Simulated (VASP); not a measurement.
# CsCl (Pm-3m) in VASP: further runs

CsCl is run at these levels: PBEsol; tasks: single point, relaxation of cell and atoms.

All numbers are computed with VASP 6.6.1; they aren't measurements. Logs are shortened: lines on timing, memory, paths and dates and some standing lists are left out, and cuts for length are marked.

### Step 1. The cell of the first run

The structure is cubic, space group Pm-3m (No. 221). The conventional cell has a = 3.874 Å, b = 3.874 Å, c = 3.874 Å, α = 90.00°, β = 90.00°, γ = 90.00°. Cs (site symmetry m-3m) has 8 Cl at 3.35 Å and 6 Cs at 3.87 Å within 4.4 Å. Within 4.4 Å of Cl (site symmetry m-3m) lie 8 Cs at 3.35 Å and 6 Cl at 3.87 Å.

### Step 2. Single point, PBEsol

File INCAR:

```
  PREC = Accurate
  ENCUT = 500
  EDIFF = 1E-6
  ISMEAR = 0
  SIGMA = 0.01
  LREAL = F
  LASPH = T
  NELM = 120
  ALGO = Normal
  ISIF = 2
  LWAVE = F
  LCHARG = F
  GGA = PS
  NBANDS = 15
  GGA_COMPAT = F
```

File KPOINTS:

```
regular mesh
0
Gamma
  6 6 6
```

File POSCAR:

```
CsCl
1.0
    3.8740076036      0.0000000000      0.0000000000
    0.0000000000      3.8740076036      0.0000000000
    0.0000000000      0.0000000000      3.8740076036
Cs Cl
1 1
Direct
    0.0000000000      0.0000000000      0.0000000000
    0.5000000000      0.5000000000      0.5000000000
```

Potentials or basis: VASP PAW PBE potentials, release 64 (Cs_sv, Cl).

Command:

```bash
$ cat potpaw_PBE.64/Cs_sv/POTCAR potpaw_PBE.64/Cl/POTCAR > POTCAR
$ mpirun -np 1 vasp_std > vasp.out
```

OUTCAR:

```text
PREC = Accurate
   ENCUT = 500
   EDIFF = 1E-6
   ISMEAR = 0
   LREAL = F
   LASPH = T
   NELM = 120
   ISIF = 2
   GGA = PS

 ion  position               nearest neighbor table
   1  0.000  0.000  0.000-
   2  0.500  0.500  0.500-

  LATTYP: Found a simple cubic cell.
 ALAT       =     3.8740076036

  Lattice vectors:

 A1 = (   3.8740076036,   0.0000000000,   0.0000000000)
 A2 = (   0.0000000000,   3.8740076036,   0.0000000000)
 A3 = (   0.0000000000,   0.0000000000,   3.8740076036)

Analysis of symmetry for initial positions (statically):
=====================================================================
 Subroutine PRICEL returns:
 Original cell was already a primitive cell.

 Routine SETGRP: Setting up the symmetry group for a
 simple cubic supercell.

 Subroutine GETGRP returns: Found 48 space group operations
 (whereof 48 operations were pure point group operations)
 out of a pool of 48 trial point group operations.

The static configuration has the point symmetry O_h .

Analysis of symmetry for dynamics (positions and initial velocities):
=====================================================================
 Subroutine PRICEL returns:
 Original cell was already a primitive cell.

 Routine SETGRP: Setting up the symmetry group for a
 simple cubic supercell.

 Subroutine GETGRP returns: Found 48 space group operations
 (whereof 48 operations were pure point group operations)
 out of a pool of 48 trial point group operations.

The dynamic configuration has the point symmetry O_h .

 Subroutine INISYM returns: Found 48 space group operations
 (whereof 48 operations are pure point group operations),
 and found     1 'primitive' translations

----------------------------------------------------------------------------------------

                                     Primitive cell

  volume of cell :      58.1409

  direct lattice vectors                    reciprocal lattice vectors
     3.874007604  0.000000000  0.000000000     0.258130624  0.000000000  0.000000000
     0.000000000  3.874007604  0.000000000     0.000000000  0.258130624  0.000000000
     0.000000000  0.000000000  3.874007604     0.000000000  0.000000000  0.258130624

  length of vectors
     3.874007604  3.874007604  3.874007604     0.258130624  0.258130624  0.258130624

  position of ions in fractional coordinates (direct lattice)
     0.000000000  0.000000000  0.000000000
     0.500000000  0.500000000  0.500000000

  ion indices of the primitive-cell ions
   primitive index   ion index
                 1           1
                 2           2

----------------------------------------------------------------------------------------

 KPOINTS: regular mesh

Automatic generation of k-mesh.
 Grid dimensions read from file:
 generate k-points for:    6    6    6

 Generating k-lattice:

  Cartesian coordinates                     Fractional coordinates (reciprocal lattice)
     0.043021771  0.000000000  0.000000000     0.166666667  0.000000000  0.000000000
     0.000000000  0.043021771  0.000000000     0.000000000  0.166666667  0.000000000
     0.000000000  0.000000000  0.043021771     0.000000000  0.000000000  0.166666667

  Length of vectors
     0.043021771  0.043021771  0.043021771

  Shift w.r.t. Gamma in fractional coordinates (k-lattice)
     0.000000000  0.000000000  0.000000000

 Subroutine IBZKPT returns following result:
 ===========================================

 Found     20 irreducible k-points:

 Following reciprocal coordinates:
            Coordinates               Weight
  0.000000  0.000000  0.000000      1.000000
  0.166667  0.000000  0.000000      6.000000
  0.333333  0.000000  0.000000      6.000000
  0.500000  0.000000  0.000000      3.000000
  0.166667  0.166667  0.000000     12.000000
  0.333333  0.166667  0.000000     24.000000
[... 12 lines left out ...]
  0.500000  0.500000  0.333333      6.000000
  0.500000  0.500000  0.500000      1.000000
   k-points           NKPTS =     20   k-points in BZ     NKDIM =     20   number of bands    NBANDS=     15
   number of dos      NEDOS =    301   number of ions     NIONS =      2
   total plane-waves  NPLWV =  21952
   dimension x,y,z NGX =    28 NGY =   28 NGZ =   28
   dimension x,y,z NGXF=    56 NGYF=   56 NGZF=   56
   ions per type =               1   1
   NGX,Y,Z   is equivalent  to a cutoff of  12.02, 12.02, 12.02 a.u.
   NGXF,Y,Z  is equivalent  to a cutoff of  24.03, 24.03, 24.03 a.u.
 SYSTEM =  unknown system
   PREC   = accura    normal or accurate (medium, high low for compatibility)
   ISTART =      0    job   : 0-new  1-cont  2-samecut
   ICHARG =      2    charge: 1-file 2-atom 10-const
   ISPIN  =      1    spin polarized calculation?
   LNONCOLLINEAR =      F non collinear calculations
   LSORBIT =      F    spin-orbit coupling
   LASPH  =      T    aspherical Exc in radial PAW
   ENCUT  =  500.0 eV  36.75 Ry    6.06 a.u.   7.06  7.06  7.06*2*pi/ulx,y,z
   NELM   =    120;   NELMIN=  2; NELMDL= -5     # of ELM steps
   EDIFF  = 0.1E-05   stopping-criterion for ELM
   LREAL  =      F    real-space projection
   EDIFFG = 0.1E-04   stopping-criterion for IOM
   NSW    =      0    number of steps for IOM
   IBRION =     -1    ionic relax: 0-MD 1-quasi-New 2-CG
   NFREE  =      0    steps in history (QN), initial steepest desc. (CG)
   ISIF   =      2    stress and relaxation
   ISYM   =      2    0-nonsym 1-usesym 2-fastsym
   POTIM  = 0.5000    time-step for ionic-motion
   TEBEG  =    0.0;   TEEND  =   0.0 temperature during run
   PSTRESS=    0.0 pullay stress
   NELECT =      16.0000    total number of electrons
   NUPDOWN=      -1.0000    fix difference up-down
   EMIN   =  10.00;   EMAX   =-10.00  energy-range for DOS
   EFERMI =   0.00;   METHOD = LEGACY
   ISMEAR =     0;   SIGMA  =   0.01  broadening in eV -4-tet -1-fermi 0-gaus
   EFERMI_NEDOS =   21; number of points for ismear=-14 and -15
   IALGO  =     38    algorithm
   IMIX   =      4    mixing-type and parameters
     AMIX     =   0.40;   BMIX     =  1.00
     AMIX_MAG =   1.60;   BMIX_MAG =  1.00
  volume/ion in A,a.u.               =      29.07       196.18
  Fermi-wavevector in a.u.,A,eV,Ry     =   1.064848  2.012271 15.427668  1.133902
  Thomas-Fermi vector in A             =   2.200380
   LORBIT       =      0    0 simple, 1 ext, 2 COOP (PROOUT), +10 PAW based schemes
   GGA     = PS    functional components
   LHFCALC =     F    Hartree Fock is set to
   AEXX    =    0.0000 exact exchange contribution
   IVDW    =     0    specifies the selected vdW correction
   LEPSILON=     F    determine dielectric tensor
   LRPA    =     F    only Hartree local field effects (RPA)
 non-spin polarized calculation
 Gauss-broadening in eV      SIGMA  =   0.01
  energy-cutoff  :      500.00
  volume of cell :       58.14
 maximum number of plane-waves:      1498
   NGX = 15   NGY = 15   NGZ = 15

 number of electron      15.9999996 magnetization

 Free energy of the ion-electron system (eV)
  ---------------------------------------------------
  ext. energy  EPLUGINS =         0.00000000
  ---------------------------------------------------
  free energy    TOTEN  =        -6.73912482 eV

  energy without entropy =       -6.73912482  energy(sigma->0) =       -6.73912482

 E-fermi :   0.8517     XC(G=0):  -9.3762

 val. band max:        0.7465268019   @ k =   0.0000   0.0000   0.0000
 cond. band min:       5.6793846303   @ k =   0.0000   0.0000   0.0000
 fundamental gap:      4.9328578284
 Fermi energy:         0.8517053706

 k-point     1 :       0.0000    0.0000    0.0000
  band No.  band energies     occupation
      1     -18.5292      2.00000
      2     -11.7301      2.00000
      3      -4.8364      2.00000
      4      -4.8364      2.00000
      5      -4.8364      2.00000
      6       0.7465      2.00000
      7       0.7465      2.00000
      8       0.7465      2.00000
      9       5.6794      0.00000
     10       5.6794      0.00000
     11       6.7332      0.00000
     12      11.3380      0.00000
     13      11.3380      0.00000
     14      11.3380      0.00000
     15      14.5191      0.00000

 k-point     2 :       0.1667    0.0000    0.0000
  band No.  band energies     occupation
      1     -18.4848      2.00000
      2     -11.7698      2.00000
      3      -5.0478      2.00000
      4      -4.7673      2.00000
      5      -4.7673      2.00000
      6       0.2415      2.00000
      7       0.6287      2.00000
      8       0.6287      2.00000
      9       5.9063      0.00000
     10       6.5315      0.00000
     11       7.5353      0.00000
     12      11.1056      0.00000
     13      11.1056      0.00000
     14      11.5480      0.00000
     15      12.7393      0.00000

 k-point     3 :       0.3333    0.0000    0.0000
  band No.  band energies     occupation
      1     -18.3927      2.00000
      2     -11.8607      2.00000
      3      -5.3889      2.00000
      4      -4.6194      2.00000
      5      -4.6194      2.00000
      6      -0.5802      2.00000
      7       0.3790      2.00000
      8       0.3790      2.00000
      9       6.5174      0.00000
     10       8.2833      0.00000
     11       9.3589      0.00000
     12      10.6818      0.00000
     13      10.9229      0.00000
     14      10.9229      0.00000
     15      12.1050      0.00000
[... 271 lines left out ...]
 k-point    19 :       0.5000    0.5000    0.3333
  band No.  band energies     occupation
      1     -18.1028      2.00000
      2     -11.5384      2.00000
      3      -5.7806      2.00000
      4      -5.7806      2.00000
      5      -5.3626      2.00000
      6      -0.6797      2.00000
      7      -0.6743      2.00000
      8      -0.6743      2.00000
      9       9.1395      0.00000
     10       9.5815      0.00000
     11       9.5815      0.00000
     12      10.1616      0.00000
     13      12.8497      0.00000
     14      12.8497      0.00000
     15      14.6041      0.00000

 k-point    20 :       0.5000    0.5000    0.5000
  band No.  band energies     occupation
      1     -18.0689      2.00000
      2     -11.4998      2.00000
      3      -5.6431      2.00000
      4      -5.6431      2.00000
      5      -5.6431      2.00000
      6      -0.9934      2.00000
      7      -0.9934      2.00000
      8      -0.9934      2.00000
      9      10.0056      0.00000
     10      10.0056      0.00000
     11      10.0056      0.00000
     12      12.2373      0.00000
     13      12.2373      0.00000
     14      12.2373      0.00000
     15      14.6898      0.00000

------------------------ aborting loop because EDIFF is reached ----------------------------------------

  FORCE on cell =-STRESS in cart. coord.  units (eV):
  Direction    XX          YY          ZZ          XY          YZ          ZX
  --------------------------------------------------------------------------------------
  -------------------------------------------------------------------------------------
  Total        1.4988540      1.4988540      1.4988540     -0.0000000     -0.0000000     -0.0000000
  in kB       41.3036563     41.3036563     41.3036563     -0.0000000     -0.0000000     -0.0000000
  external PRESSURE =      41.3036563 kB  Pullay stress =       0.0000000 kB

 VOLUME and BASIS-vectors are now :
 -----------------------------------------------------------------------------
  energy-cutoff  :      500.00
  volume of cell :       58.14
      direct lattice vectors                 reciprocal lattice vectors
     3.874007604  0.000000000  0.000000000     0.258130624  0.000000000  0.000000000
     0.000000000  3.874007604  0.000000000     0.000000000  0.258130624  0.000000000
     0.000000000  0.000000000  3.874007604     0.000000000  0.000000000  0.258130624

 POSITION                                       TOTAL-FORCE (eV/Angst)
 -----------------------------------------------------------------------------------
      0.00000      0.00000      0.00000         0.000000      0.000000      0.000000
      1.93700      1.93700      1.93700         0.000000      0.000000      0.000000
 -----------------------------------------------------------------------------------
    total drift:                                0.000000      0.000000      0.000000

  FREE ENERGIE OF THE ION-ELECTRON SYSTEM (eV)
  ---------------------------------------------------
  free  energy   TOTEN  =        -6.7391248169 eV

  energy  without entropy=       -6.7391248169  energy(sigma->0) =       -6.73912482
```

It took 6.1 s on 1 thread of AMD EPYC 9R45 (Zen 5), shared host; peak memory 0.13 GiB.

Results:

```
Free energy            : -6.7391 eV
Pressure               : 4.1 GPa
Band gap on the k mesh : 4.93 eV
```

Levels at points of the mesh, in eV from the valence-band top:
```
           k point  band 5  band 6  band 7  band 8  band 9  band 10  band 11  band 12
(0.00, 0.00, 0.00)   -5.58    0.00    0.00    0.00    4.93     4.93     5.99    10.59
(0.50, 0.00, 0.00)   -5.29   -1.68   -0.50   -0.50    6.26     8.41     8.94     9.98
(0.50, 0.50, 0.00)   -5.13   -0.46   -0.46   -0.22    5.89     5.96     8.01     8.01
(0.50, 0.50, 0.50)   -6.39   -1.74   -1.74   -1.74    9.26     9.26     9.26    11.49
```

Caveat: the cell stands under pressure; the PAW data sets were made with another functional, which shifts forces and pressure a little; spin-orbit coupling is left out, which moves the levels of the heavy elements. A k mesh can miss the band edges.

[end of part 1 of 3]
